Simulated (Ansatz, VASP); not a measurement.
One calculation of Ag, two programs

```xyz
6
Lattice="2.9300 0.0000 0.0000 -1.4650 2.5375 0.0000 0.0000 0.0000 26.9750" Properties=species:S:1:pos:R:3 pbc="T T T"
Ag    1.4650    0.8458    7.5000
Ag    0.0000    1.6916    9.8950
Ag    1.4650    0.8458   12.2900
Ag    0.0000    1.6916   14.6850
Ag    1.4650    0.8458   17.0800
Ag    0.0000    1.6916   19.4750
```

Alike in both runs: functional PBEsol; k mesh 10 × 10 × 1; occupations fermi-dirac, width 0.05 eV; no spin polarisation.

|  | VASP | Ansatz |
| --- | --- | --- |
| version | VASP 6.6.1 | Ansatz 0.2.0 |
| potentials or method | VASP PAW PBE potentials, release 64 (Ag) | Ansatz PAW |
| plane-wave cutoff (eV) | 520 | 420 |
| valence electrons in the cell | 66 | 114 |
| task | single point | band structure |

```tsv
	VASP	Ansatz	Ansatz less VASP
gap on the k mesh at the Fermi level (eV)	none	none	-
rms of the force components (eV/Å)	0.105	0.104	-0.0011
```

VASP's potentials were made for PBE, not for PBEsol. Atom by atom the forces differ by 0.001 eV/Å (rms over components). A gap of «none» marks a metal or a gap that the smearing closes. The functional is the same, so the differences come from potentials, cutoffs and numerics. VASP's potentials hold 66 valence electrons a cell and Ansatz's 114, so a difference there can come from the potentials and not from the codes.
